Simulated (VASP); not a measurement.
# Pr2F (P6/mmm) in VASP: a series of runs, part 3 of 3

VASP 6.6.1. Earlier steps stand in the parts before.

### 6 Relaxation of cell and atoms, PBE

This run uses another cell than the first one, of 30.83 Å³/atom.

INCAR reads:

```
SYSTEM = Pr2F
PREC = Accurate
ENCUT = 600
EDIFF = 1E-7
ISMEAR = 0
SIGMA = 0.1
LREAL = .False.
LASPH = .True.
NELM = 200
ALGO = Normal
ISIF = 3
LWAVE = .False.
LCHARG = .False.
GGA = PE
IBRION = 2
NSW = 100
EDIFFG = -0.01
GGA_COMPAT = .False.
NELMIN = 4
LMAXMIX = 6
```

KPOINTS reads:

```
Automatic mesh
0
Gamma
  12 12 6
  0 0 0
```

POSCAR reads:

```
Pr2F
1.0
    3.6351673634      0.0000000000      0.0000000000
   -1.8175836817      3.1481472837      0.0000000000
    0.0000000000      0.0000000000      8.0813030556
Pr F
2 1
Direct
    0.0000000000      0.0000000000      0.7829958248
    0.0000000000      0.0000000000      0.2170041752
    0.0000000000      0.0000000000      0.5000000000
```

Potentials or basis: VASP PAW PBE potentials, release 64 (Pr_3, F), 4f in core.

Command:

```console
cat potpaw_PBE.64/Pr_3/POTCAR potpaw_PBE.64/F/POTCAR > POTCAR
mpirun -np 1 vasp_std > vasp.out
```

OUTCAR:

```text
SYSTEM = Pr2F
   PREC = Accurate
   ENCUT = 600
   EDIFF = 1E-7
   ISMEAR = 0
   LREAL = .False.
   LASPH = .True.
   NELM = 200
   ISIF = 3
   GGA = PE
   IBRION = 2
   NSW = 100
   EDIFFG = -0.01
   NELMIN = 4

 ion  position               nearest neighbor table
   1  0.000  0.000  0.783-   3 2.29   2 3.51
   2  0.000  0.000  0.217-   3 2.29   1 3.51
   3  0.000  0.000  0.500-   1 2.29   2 2.29

  LATTYP: Found a hexagonal cell.
 ALAT       =     3.6351673634
 C/A-ratio  =     2.2230896814

  Lattice vectors:

 A1 = (   3.6351673634,   0.0000000000,   0.0000000000)
 A2 = (  -1.8175836817,   3.1481472837,   0.0000000000)
 A3 = (   0.0000000000,   0.0000000000,   8.0813030556)

Analysis of symmetry for initial positions (statically):
=====================================================================
 Subroutine PRICEL returns:
 Original cell was already a primitive cell.

 Routine SETGRP: Setting up the symmetry group for a
 hexagonal supercell.

 Subroutine GETGRP returns: Found 24 space group operations
 (whereof 24 operations were pure point group operations)
 out of a pool of 24 trial point group operations.

The static configuration has the point symmetry D_6h.

Analysis of symmetry for dynamics (positions and initial velocities):
=====================================================================
 Subroutine PRICEL returns:
 Original cell was already a primitive cell.

 Routine SETGRP: Setting up the symmetry group for a
 hexagonal supercell.

 Subroutine GETGRP returns: Found 24 space group operations
 (whereof 24 operations were pure point group operations)
 out of a pool of 24 trial point group operations.

The dynamic configuration has the point symmetry D_6h.

 Subroutine INISYM returns: Found 24 space group operations
[... 124 lines left out ...]
   GGA     = PE    functional components
   LHFCALC =     F    Hartree Fock is set to
   AEXX    =    0.0000 exact exchange contribution
   IVDW    =     0    specifies the selected vdW correction
   LEPSILON=     F    determine dielectric tensor
   LRPA    =     F    only Hartree local field effects (RPA)
 conjugate gradient relaxation of ions
 non-spin polarized calculation
 Gauss-broadening in eV      SIGMA  =   0.10
  energy-cutoff  :      600.00
  volume of cell :       92.48
 maximum number of plane-waves:      3111
 NGX is ok and might be reduce to    30
   NGX = 15   NGY = 15   NGZ = 33

--------------------------------------- Ionic step        1  -------------------------------------------

 number of electron      28.9999997 magnetization

 Free energy of the ion-electron system (eV)
  ---------------------------------------------------
  ext. energy  EPLUGINS =         0.00000000
  ---------------------------------------------------
  free energy    TOTEN  =       -15.46306967 eV

  energy without entropy =      -15.45156703  energy(sigma->0) =      -15.45731835

------------------------ aborting loop because EDIFF is reached ----------------------------------------

  FORCE on cell =-STRESS in cart. coord.  units (eV):
  Direction    XX          YY          ZZ          XY          YZ          ZX
  --------------------------------------------------------------------------------------
  -------------------------------------------------------------------------------------
  Total       -0.2651933     -0.2651933     -0.1825165      0.0000000      0.0000000      0.0000000
  in kB       -4.5942249     -4.5942249     -3.1619274      0.0000000      0.0000000      0.0000000
  external PRESSURE =      -4.1167924 kB  Pullay stress =       0.0000000 kB
[... 209 lines left out ...]
--------------------------------------- Ionic step        7  -------------------------------------------

 number of electron      28.9999990 magnetization

 Free energy of the ion-electron system (eV)
  ---------------------------------------------------
  ext. energy  EPLUGINS =         0.00000000
  ---------------------------------------------------
  free energy    TOTEN  =       -15.47144353 eV

  energy without entropy =      -15.46302238  energy(sigma->0) =      -15.46723296

 E-fermi :   2.9370     XC(G=0):  -9.0224

 val. band max:        2.8915608962   @ k =   0.2500   0.2500   0.5000
 cond. band min:       2.9602734414   @ k =   0.2500   0.1667   0.5000
 fundamental gap:      0.0687125452
 Fermi energy:         2.9370431005

 k-point     1 :       0.0000    0.0000    0.0000
  band No.  band energies     occupation
      1     -33.7751      2.00000
      2     -33.7030      2.00000
      3     -22.2074      2.00000
      4     -15.7511      2.00000
      5     -15.7164      2.00000
      6     -15.1219      2.00000
[... 481 lines left out ...]
      5     -15.9052      2.00000
      6     -15.8503      2.00000
[... 10 lines left out ...]
     17       4.5272      0.00000
     18       4.7363      0.00000

 [... further k-points ...]

------------------------ aborting loop because EDIFF is reached ----------------------------------------

  FORCE on cell =-STRESS in cart. coord.  units (eV):
  Direction    XX          YY          ZZ          XY          YZ          ZX
  --------------------------------------------------------------------------------------
  -------------------------------------------------------------------------------------
  Total        0.0182607      0.0182607      0.0130666      0.0000000     -0.0000000      0.0000000
  in kB        0.3263256      0.3263256      0.2335053      0.0000000     -0.0000000      0.0000000
  external PRESSURE =       0.2953855 kB  Pullay stress =       0.0000000 kB
[... 18 lines left out ...]
  FREE ENERGIE OF THE ION-ELECTRON SYSTEM (eV)
  ---------------------------------------------------
  free  energy   TOTEN  =       -15.4714435330 eV

  energy  without entropy=      -15.4630223838  energy(sigma->0) =      -15.46723296

 reached required accuracy - stopping structural energy minimisation
```

It took 9.8 min on 1 thread of Intel Xeon Platinum 8488C (Sapphire Rapids), shared host; peak memory 0.35 GiB.

What came out:

```yaml
Free_energy: -15.4714 eV
Relaxed_volume: 29.89 Å³/atom
Relaxed_cell: a = 3.600 Å, b = 3.600 Å, c = 7.988 Å, α = 90.00°, β = 90.00°, γ = 120.00°
Space_group_after_relaxing_to_0.1_Å: P6/mmm (No. 191)
Energy_gained_by_relaxing: 2.8 meV/atom
Ionic_steps: 7
Pressure_after_relaxing: 0.0 GPa
Band_gap_on_the_k_mesh: zero (an odd number of electrons rules out a gap without spin polarisation)
```

Forces in eV/Å, atoms in the order of the input:
```
Pr   0.000  0.000 -0.002
Pr   0.000  0.000  0.002
F    0.000  0.000  0.000
```

The path:
| step | energy change (eV) | largest force (eV/Å) | pressure (GPa) | volume (Å³) |
| --- | --- | --- | --- | --- |
| 1 | 0.0000 | 0.1495 | -0.41 | 92.48 |
| 2 | -0.0041 | 0.1313 | -0.20 | 91.43 |
| 3 | -0.0069 | 0.0948 | 0.22 | 89.51 |
| 4 | -0.0081 | 0.0187 | -0.04 | 89.68 |
| 5 | -0.0081 | 0.0186 | -0.04 | 89.68 |
| 6 | -0.0081 | 0.0138 | 0.10 | 89.63 |
| 7 | -0.0084 | 0.0024 | 0.03 | 89.66 |

Final structure:
```
Pr F
1.0
     3.60012    0.00000    0.00000
    -1.80006    3.11780    0.00000
     0.00000    0.00000    7.98753
Pr F
2 1
Direct
  0.00000 0.00000 0.78699
  0.00000 0.00000 0.21301
  0.00000 0.00000 0.50000
```

Caveat: spin-orbit coupling is left out, which moves the levels of the heavy elements; the 4f electrons are frozen in the core, so they carry no moment and show no levels; the run has no spin polarisation, though such a crystal can be magnetic. With open d or f shells a metallic result of PBE can be an artefact of self-interaction; +U or a hybrid may open a gap.

### 7 The runs side by side

| task | cell | k mesh | gap on the mesh (eV) | pressure (GPa) | relaxed volume (Å³/atom) | largest force (eV/Å) |
| --- | --- | --- | --- | --- | --- | --- |
| single point | a = 3.356, b = 3.356, c = 6.952 Å, angles 90.0, 90.0, 120.0°, 3 atoms, atomic positions A | 6 × 6 × 4 | none | 54.1 | - | 16.32 |
| single point | a = 3.635, b = 3.635, c = 8.081 Å, angles 90.0, 90.0, 120.0°, 3 atoms, atomic positions B | 6 × 6 × 4 | none | -0.1 | - | 0.01 |
| relaxation of cell and atoms | relaxed from a = 3.356, b = 3.356, c = 6.952 Å, angles 90.0, 90.0, 120.0°, 3 atoms, atomic positions A | 6 × 6 × 4 | none | 0.0 | 30.34 | 0.02 |
| single point | a = 3.604, b = 3.604, c = 7.998 Å, angles 90.0, 90.0, 120.0°, 3 atoms, atomic positions C | 12 × 12 × 6 | none | 0.0 | - | 0.02 |
| relaxation of cell and atoms | relaxed from a = 3.635, b = 3.635, c = 8.081 Å, angles 90.0, 90.0, 120.0°, 3 atoms, atomic positions B | 12 × 12 × 6 | none | 0.0 | 29.89 | - |

Alike in all rows: level PBE; potentials or basis VASP PAW PBE potentials, release 64 (Pr_3, F), 4f in core; no spin polarisation; cutoff (eV) 600; smearing gaussian 0.1 eV.

Caveats: some runs use coarse meshes; spin-orbit coupling is left out, which moves the levels of the heavy elements; the 4f electrons are frozen in the core, so they carry no moment and show no levels; the run has no spin polarisation, though such a crystal can be magnetic; forces of over 1 eV/Å act on the atoms, so gaps and moduli don't describe the material at rest (at least some runs); the volume moved by over 15 % at a fixed basis, so the end points are rough (at least some runs).

Total energies depend on the potentials used, so only differences within one code and one set of settings carry meaning.

The gap in the log of VASP goes by the Fermi energy; the results here count the filled bands.